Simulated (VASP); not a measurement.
Here is a VASP 6.6.1 calculation.

The input INCAR:

```
ALGO = Normal
EDIFF = 1E-8
ENCUT = 600
GGA = PE
GGA_COMPAT = F
IBRION = 6
ISIF = 3
ISMEAR = 1
LASPH = T
LCHARG = F
LREAL = F
LWAVE = F
NELM = 120
NFREE = 2
NSW = 1
POTIM = 0.015
PREC = Accurate
SIGMA = 0.1
```

Contents of KPOINTS:

```
k-points
0
Gamma
  17 17 17
```

Contents of POSCAR:

```
TaC
1.0
    3.1437970000      0.0000000000      0.0000000000
    1.5718985000      2.7226080663      0.0000000000
    1.5718985000      0.9075360221      2.5668995016
Ta C
1 1
Direct
    0.0000000000      0.0000000000      0.0000000000
    0.5000000000      0.5000000000      0.5000000000
```

Potentials or basis: VASP PAW PBE potentials, release 64 (Ta_pv, C).

Command:

```bash
$ cat potpaw_PBE.64/Ta_pv/POTCAR potpaw_PBE.64/C/POTCAR > POTCAR
$ mpirun -np 1 vasp_std > vasp.out
```

(1) What does it give for the Voigt bulk modulus?

(2) What does it give for the highest phonon frequency at Γ?

Answers

(1) 348 GPa.

(2) 559 cm⁻¹.

Caveat: the cell is under stress, which shifts elastic constants.
